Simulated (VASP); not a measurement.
# BN (F-43m) in VASP: notebook, part 2 of 3

VASP 6.6.1. Earlier steps stand in the parts before.

## Step 3: Vibrations by perturbation theory, PBE

This run uses another cell than the first one, of 5.43 Å³/atom, 0.913 times its volume.

INCAR

```
SYSTEM = BN
PREC     = Accurate       ! precision mode
ENCUT    = 520            ! plane-wave cutoff, eV
EDIFF    = 1E-8           ! SCF threshold, eV
ISMEAR   = 0              ! smearing method
SIGMA    = 0.01           ! smearing width, eV
LREAL    = .FALSE.        ! projectors in reciprocal space
LASPH    = .TRUE.         ! aspherical terms in the spheres
NELM     = 60             ! most SCF steps
ALGO     = Normal         ! electronic algorithm
ISIF     = 2              ! what is computed and relaxed
LWAVE    = .FALSE.        ! write WAVECAR
LCHARG   = .TRUE.         ! write CHGCAR
GGA      = PE             ! functional
NBANDS   = 11             ! bands
IBRION   = 8              ! ionic algorithm
NSW      = 1              ! ionic steps
LEPSILON = .TRUE.         ! dielectric tensor by DFPT
```

KPOINTS

```
Automatic mesh
0
G
  12 12 12
  0 0 0
```

POSCAR

```
BN
1.0
    0.0000000000      1.7581208115      1.7581208115
    1.7581208115      0.0000000000      1.7581208115
    1.7581208115      1.7581208115      0.0000000000
B N
1 1
Direct
    0.0000000000      0.0000000000      0.0000000000
    0.7500000000      0.7500000000      0.7500000000
```

Potentials or basis: VASP PAW PBE potentials, release 64 (B, N).

Launch:

```console
> cat potpaw_PBE.64/B/POTCAR potpaw_PBE.64/N/POTCAR > POTCAR
> mpirun -np 1 vasp_std > vasp.out
```

OUTCAR:

```text
SYSTEM = BN
   PREC = Accurate
   ENCUT = 520
   EDIFF = 1E-8
   ISMEAR = 0
   LREAL = .FALSE.
   LASPH = .TRUE.
   NELM = 60
   ISIF = 2
   GGA = PE
   IBRION = 8
   NSW = 1
   LEPSILON = .TRUE.

 ion  position               nearest neighbor table
   1  0.000  0.000  0.000-   2 1.52   2 1.52   2 1.52   2 1.52
   2  0.750  0.750  0.750-   1 1.52   1 1.52   1 1.52   1 1.52

  LATTYP: Found a face centered cubic cell.
 ALAT       =     3.5162416230

  Lattice vectors:

 A1 = (   0.0000000000,   1.7581208115,   1.7581208115)
 A2 = (   1.7581208115,   0.0000000000,   1.7581208115)
 A3 = (   1.7581208115,   1.7581208115,   0.0000000000)

Analysis of symmetry for initial positions (statically):
[... 638 lines left out ...]
  z    -0.00000    -0.00000     0.00000     6.22653     0.00000     0.00000

 SECOND DERIVATIVES (NOT SYMMETRIZED)
 ------------------------------------
               1X          1Y          1Z          2X          2Y          2Z
  1X   -29.576849    0.000000    0.000000   29.576849    0.000000    0.000000
  1Y     0.000000  -29.576849    0.000000    0.000000   29.576849    0.000000
  1Z     0.000000    0.000000  -29.576849    0.000000    0.000000   29.576849
  2X    29.574107    0.000000    0.000000  -29.574107    0.000000    0.000000
  2Y     0.000000   29.574107    0.000000    0.000000  -29.574107    0.000000
  2Z     0.000000    0.000000   29.574107    0.000000    0.000000  -29.574107

 Eigenvectors and eigenvalues of the dynamical matrix
 ----------------------------------------------------

   1 f  =   34.422018 THz   216.279920 2PiTHz 1148.194943 cm-1   142.357965 meV
             X         Y         Z           dx          dy          dz
      0.000000  0.000000  0.000000     0.000000    0.751203    0.000000
      2.637181  2.637181  2.637181     0.000000   -0.660071    0.000000
[... 21 lines left out ...]
   6 f/i=    0.000791 THz     0.004972 2PiTHz    0.026396 cm-1     0.003273 meV
             X         Y         Z           dx          dy          dz
      0.000000  0.000000  0.000000     0.000000    0.000000   -0.660071
      2.637181  2.637181  2.637181     0.000000    0.000000   -0.751203

--------------------------------------------------------------------------------------------------------

 MACROSCOPIC STATIC DIELECTRIC TENSOR IONIC CONTRIBUTION
 ------------------------------------------------------
           1.964630     0.000000     0.000000
           0.000000     1.964630     0.000000
           0.000000     0.000000     1.964630
 ------------------------------------------------------

 ELASTIC MODULI CONTR FROM IONIC RELAXATION (kBar)
 Direction    XX          YY          ZZ          XY          YZ          ZX
 --------------------------------------------------------------------------------
 XX          -0.0000     -0.0000     -0.0000      0.0000      0.0000     -0.0000
 YY          -0.0000     -0.0000     -0.0000      0.0000      0.0000      0.0000
 ZZ          -0.0000     -0.0000     -0.0000      0.0000      0.0000     -0.0000
 XY           0.0000      0.0000      0.0000   -187.8337      0.0000      0.0000
 YZ           0.0000      0.0000      0.0000      0.0000   -187.8337      0.0000
 ZX          -0.0000      0.0000     -0.0000      0.0000      0.0000   -187.8337
 --------------------------------------------------------------------------------

 PIEZOELECTRIC TENSOR IONIC CONTR  for field in x, y, z        (C/m^2)
          XX          YY          ZZ          XY          YZ          ZX
  --------------------------------------------------------------------------------
  x     0.00000     0.00000     0.00000    -0.00000    -0.57161    -0.00000
  y    -0.00000     0.00000    -0.00000    -0.00000    -0.00000    -0.57161
  z     0.00000     0.00000    -0.00000    -0.57161     0.00000     0.00000
```

OSZICAR:

```text
N       E                     dE             d eps       ncg     rms          rms(c)
DAV:   1     0.106649872958E+02    0.10665E+02   -0.52149E+03  1667   0.738E+02
DAV:   2    -0.179534742769E+02   -0.28618E+02   -0.27903E+02  1842   0.170E+02
DAV:   3    -0.184316209417E+02   -0.47815E+00   -0.47751E+00  1877   0.183E+01
DAV:   4    -0.184320924327E+02   -0.47149E-03   -0.47148E-03  1704   0.657E-01
[... 130 lines left out ...]
RMM:   7    -0.232726528821E+00    0.42706E-05   -0.61650E-07 10610   0.633E-04    0.549E-05
RMM:   8    -0.232726451538E+00    0.77283E-07   -0.18515E-08 10573   0.464E-05    0.227E-05
RMM:   9    -0.232726297809E+00    0.15373E-06    0.87729E-09 10819   0.315E-05    0.273E-06
RMM:  10    -0.232726309240E+00   -0.11431E-07    0.22004E-09  9856   0.182E-06    0.108E-06
RMM:  11    -0.232726315474E+00   -0.62331E-08    0.93263E-10  9036   0.160E-06    0.128E-07
 Linear response finished
```

Wall time 94 s (1 thread of AMD EPYC 9R45 (Zen 5), shared host); peak memory 0.16 GiB.

Results:

```
Electronic dielectric tensor (diagonal)                 : 4.53
Born charges (mean of the diagonal)                     : B +1.87; N -1.87 e
Highest phonon frequency at Γ, LO-TO splitting left out : 1148 cm⁻¹
```

Phonon frequencies in cm⁻¹ (negative: imaginary):
| q point | frequencies |
| --- | --- |
| (0.000, 0.000, 0.000) | 0 0 0 1148 1148 1148 |

Electronic dielectric tensor:
```
4.53 0.00 0.00
0.00 4.53 0.00
0.00 0.00 4.53
```

Born effective charge tensors (e):
atom 1, B
```
1.87 0.00 0.00
0.00 1.87 0.00
0.00 0.00 1.87
```
atom 2, N
```
-1.87  0.00  0.00
 0.00 -1.87  0.00
 0.00  0.00 -1.87
```

Caveat: the cell wasn't relaxed at this level first, which shifts response properties.

## Step 4: Density of states, PBE

POSCAR

```
BN
1.0
    0.0000000000      1.8123485119      1.8123485119
    1.8123485119      0.0000000000      1.8123485119
    1.8123485119      1.8123485119      0.0000000000
B N
1 1
Direct
    0.0000000000      0.0000000000      0.0000000000
    0.7500000000      0.7500000000      0.7500000000
```

INCAR.step1

```
SYSTEM = BN
ALGO     = Normal         ! electronic algorithm
EDIFF    = 1E-6           ! SCF threshold, eV
ENCUT    = 520            ! plane-wave cutoff, eV
GGA      = PE             ! functional
ISIF     = 2              ! what is computed and relaxed
ISMEAR   = 0              ! smearing method
LASPH    = .True.         ! aspherical terms in the spheres
LCHARG   = .True.         ! write CHGCAR
LREAL    = .False.        ! projectors in reciprocal space
LWAVE    = .False.        ! write WAVECAR
NBANDS   = 11             ! bands
NELM     = 80             ! most SCF steps
PREC     = Accurate       ! precision mode
SIGMA    = 0.02           ! smearing width, eV
```

KPOINTS.step1

```
k-points
0
Gamma
  12 12 12
  0 0 0
```

INCAR.step2

```
SYSTEM = BN
ALGO     = Normal         ! electronic algorithm
EDIFF    = 1E-6           ! SCF threshold, eV
ENCUT    = 520            ! plane-wave cutoff, eV
GGA      = PE             ! functional
ICHARG   = 11             ! starting density
ISIF     = 2              ! what is computed and relaxed
ISMEAR   = -5             ! smearing method
LASPH    = .True.         ! aspherical terms in the spheres
LCHARG   = .False.        ! write CHGCAR
LORBIT   = 11             ! projections on sites
LREAL    = .False.        ! projectors in reciprocal space
LWAVE    = .False.        ! write WAVECAR
NBANDS   = 11             ! bands
NEDOS    = 1001           ! points of the DOS
NELM     = 80             ! most SCF steps
PREC     = Accurate       ! precision mode
SIGMA    = 0.02           ! smearing width, eV
```

KPOINTS.step2

```
k-points
0
Gamma
  18 18 18
  0 0 0
```

Launch:

```console
> cat potpaw_PBE.64/B/POTCAR potpaw_PBE.64/N/POTCAR > POTCAR
> cp INCAR.step1 INCAR
> cp KPOINTS.step1 KPOINTS
> mpirun -np 1 vasp_std > vasp.out
> cp INCAR.step2 INCAR
> cp KPOINTS.step2 KPOINTS
> mpirun -np 1 vasp_std > vasp.out
```

It took 17 s on 1 thread of Intel Xeon Platinum 8259CL at 2.50GHz (Skylake/Cascade Lake), shared host; peak memory 0.13 GiB.

The run converged. Its results:

- Valence electrons inside the program's atomic spheres: B 2.02; N 3.97

Levels at points of the mesh, in eV from the valence-band top:
```
           k point  band 1  band 2  band 3  band 4  band 5  band 6  band 7  band 8
(0.00, 0.00, 0.00)  -20.14    0.00    0.00    0.00    8.78    8.78    8.78   10.22
(0.50, 0.00, 0.00)  -15.96  -10.62   -1.93   -1.93   10.04   10.66   10.66   15.17
(0.50, 0.50, 0.00)  -14.60   -8.86   -4.86   -4.86    4.45    9.19   17.79   17.79
```

## Step 5: Vibrations by perturbation theory, PBE

This run uses another cell than the first one, of 5.82 Å³/atom, 0.977 times its volume.

INCAR

```
SYSTEM = BN
PREC = Accurate
ENCUT = 520
EDIFF = 1E-8
ISMEAR = 0
SIGMA = 0.01
LREAL = .FALSE.
LASPH = .TRUE.
NELM = 80
ALGO = Normal
ISIF = 2
LWAVE = .FALSE.
LCHARG = .FALSE.
GGA = PE
NBANDS = 11
IBRION = 8
NSW = 1
LEPSILON = .TRUE.
```

KPOINTS is that of step 3.

POSCAR

```
BN
1.0
    0.0000000000      1.7983857217      1.7983857217
    1.7983857217      0.0000000000      1.7983857217
    1.7983857217      1.7983857217      0.0000000000
B N
1 1
Direct
    0.0000000000      0.0000000000      0.0000000000
    0.7500000000      0.7500000000      0.7500000000
```

Potentials or basis: VASP PAW PBE potentials, release 64 (B, N).

Launch:

```console
> cat potpaw_PBE.64/B/POTCAR potpaw_PBE.64/N/POTCAR > POTCAR
> mpirun -np 1 vasp_std > vasp.out
```

OUTCAR:

```text
SYSTEM = BN
   PREC = Accurate
   ENCUT = 520
   EDIFF = 1E-8
   ISMEAR = 0
   LREAL = .FALSE.
   LASPH = .TRUE.
   NELM = 80
   ISIF = 2
   GGA = PE
   IBRION = 8
   NSW = 1
   LEPSILON = .TRUE.

 ion  position               nearest neighbor table
   1  0.000  0.000  0.000-   2 1.56   2 1.56   2 1.56   2 1.56
   2  0.750  0.750  0.750-   1 1.56   1 1.56   1 1.56   1 1.56

  LATTYP: Found a face centered cubic cell.
[... 665 lines left out ...]
      2.697579  2.697579  2.697579    -0.660059   -0.000000    0.000000
[... 21 lines left out ...]
   6 f/i=    0.001223 THz     0.007683 2PiTHz    0.040786 cm-1     0.005057 meV
             X         Y         Z           dx          dy          dz
      0.000000  0.000000  0.000000    -0.383163    0.480169    0.241458
      2.697579  2.697579  2.697579    -0.436078    0.546480    0.274803

--------------------------------------------------------------------------------------------------------

 MACROSCOPIC STATIC DIELECTRIC TENSOR IONIC CONTRIBUTION
 ------------------------------------------------------
           2.233891     0.000000    -0.000000
           0.000000     2.233891     0.000000
          -0.000000     0.000000     2.233891
 ------------------------------------------------------

 ELASTIC MODULI CONTR FROM IONIC RELAXATION (kBar)
 Direction    XX          YY          ZZ          XY          YZ          ZX
 --------------------------------------------------------------------------------
 XX          -0.0000      0.0000      0.0000      0.0000     -0.0000     -0.0000
 YY           0.0000     -0.0000      0.0000      0.0000      0.0000      0.0000
 ZZ           0.0000      0.0000     -0.0000     -0.0000      0.0000     -0.0000
 XY           0.0000      0.0000     -0.0000    -34.5490      0.0000     -0.0000
 YZ          -0.0000      0.0000      0.0000      0.0000    -34.5490     -0.0000
 ZX          -0.0000      0.0000     -0.0000     -0.0000     -0.0000    -34.5490
 --------------------------------------------------------------------------------

 PIEZOELECTRIC TENSOR IONIC CONTR  for field in x, y, z        (C/m^2)
          XX          YY          ZZ          XY          YZ          ZX
  --------------------------------------------------------------------------------
  x    -0.00000     0.00000     0.00000     0.00000    -0.26141    -0.00000
  y    -0.00000     0.00000    -0.00000    -0.00000    -0.00000    -0.26141
  z     0.00000     0.00000    -0.00000    -0.26141     0.00000    -0.00000
```

OSZICAR:

```text
N       E                     dE             d eps       ncg     rms          rms(c)
DAV:   1     0.114134562741E+02    0.11413E+02   -0.49720E+03  1600   0.722E+02
DAV:   2    -0.178831440668E+02   -0.29297E+02   -0.28524E+02  1952   0.170E+02
[... 130 lines left out ...]
RMM:   6    -0.231258182272E+00   -0.64920E-05   -0.89991E-07 10178   0.113E-03    0.557E-04
RMM:   7    -0.231253785763E+00    0.43965E-05   -0.45927E-07 10545   0.670E-04    0.545E-05
RMM:   8    -0.231253711272E+00    0.74491E-07   -0.12189E-08 10704   0.458E-05    0.253E-05
RMM:   9    -0.231253589084E+00    0.12219E-06    0.74177E-09 10744   0.365E-05    0.293E-06
RMM:  10    -0.231253604605E+00   -0.15521E-07    0.29460E-10  9837   0.216E-06    0.118E-06
RMM:  11    -0.231253611002E+00   -0.63971E-08   -0.47646E-10  8979   0.198E-06    0.139E-07
 Linear response finished
```

stdout:

```text
POSCAR found type information on POSCAR B N
 POSCAR found :  2 types and       2 ions
 scaLAPACK will be used
 LDA part: xc-table for (Slater+PW92), standard interpolation
 POSCAR, INCAR and KPOINTS ok, starting setup
 FFT: planning ... GRIDC
 FFT: planning ... GRID_SOFT
 FFT: planning ... GRID
 WAVECAR not read
 entering main loop
[... 23 lines left out ...]
  Direction:   3
 dielectric tensor                  component  3 :     0.396     0.660     4.591
 Linear response DOF=           2
 Linear response progress:
 first order change of Fermi-energy   0.15372E+01
 force on displaced ion       1 direction 1 : -25.151   0.000   0.000
 Born effective charge ion    1 direction 1 :   1.901   0.000   0.000
 Linear response progress:
 first order change of Fermi-energy  -0.15370E+01
 force on displaced ion       2 direction 1 : -25.147   0.000   0.000
 Born effective charge ion    2 direction 1 :  -1.900   0.000   0.000
 Born effective charges drift removed
 Linear response finished
```

Wall time 2.2 min (1 thread of Intel Xeon Platinum 8559C (Emerald Rapids), shared host); peak memory 0.19 GiB.

Results:

| Property | Result |
| --- | --- |
| Electronic dielectric tensor (diagonal) | 4.59 |
| Born charges (mean of the diagonal) | B +1.90; N -1.90 e |
| Highest phonon frequency at Γ, LO-TO splitting left out | 1059 cm⁻¹ |

Phonon frequencies in cm⁻¹ (negative: imaginary):
| q point | frequencies |
| --- | --- |
| (0.000, 0.000, 0.000) | 0 0 0 1059 1059 1059 |

Electronic dielectric tensor:
```
4.59 0.00 0.00
0.00 4.59 0.00
0.00 0.00 4.59
```

Born effective charge tensors (e):
atom 1, B
```
1.90 0.00 0.00
0.00 1.90 0.00
0.00 0.00 1.90
```
atom 2, N
```
-1.90  0.00  0.00
 0.00 -1.90  0.00
 0.00  0.00 -1.90
```

Caveat: the cell wasn't relaxed at this level first, which shifts response properties.

(Part 2 of 3 ends here.)
